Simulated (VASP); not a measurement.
Set up this calculation in VASP 6.6.1, as the native input.

```yaml
Task: single point
Functional: LDA
Potentials_or_basis: VASP PAW LDA potentials, release 64 (Nb_sv)
Cutoff: 520 eV
k_mesh: 13 × 13 × 13
Occupations: fermi-dirac, width 0.03 eV
Spin: no spin polarisation
Dipole_correction: no
Further_INCAR_settings: ALGO = Normal; EDIFF = 1e-06; NBANDS = 12
```

The structure of Nb lies in POSCAR:

```
Nb
1.0
    0.0000000000      2.1428321391      2.1428321391
    2.1428321391      0.0000000000      2.1428321391
    2.1428321391      2.1428321391      0.0000000000
Nb
1
Direct
    0.0000000000      0.0000000000      0.0000000000
```

This cell differs from its parent crystal: volume scaled by 1.04.

The input as run:

INCAR

```
PREC = Accurate
ENCUT = 520
EDIFF = 1E-6
ISMEAR = -1
SIGMA = 0.03
LREAL = False
LASPH = True
NELM = 60
ALGO = Normal
ISIF = 2
LWAVE = False
LCHARG = True
GGA = CA
LELF = True
LVHAR = True
NBANDS = 12
```

KPOINTS

```
Automatic mesh
0
Gamma
  13 13 13
```

Potentials or basis: VASP PAW LDA potentials, release 64 (Nb_sv).

Run with:

```sh
$ cat potpaw_LDA.64/Nb_sv/POTCAR > POTCAR
$ mpirun -np 1 vasp_std > vasp.out
```

It gave:

```json
{
 "Pressure": "-15.7 GPa"
}
```

It took 7.7 s on 1 thread of Intel(R) Xeon(R) 6975P-C (Granite Rapids), with other jobs on the host, peak memory 0.13 GiB.
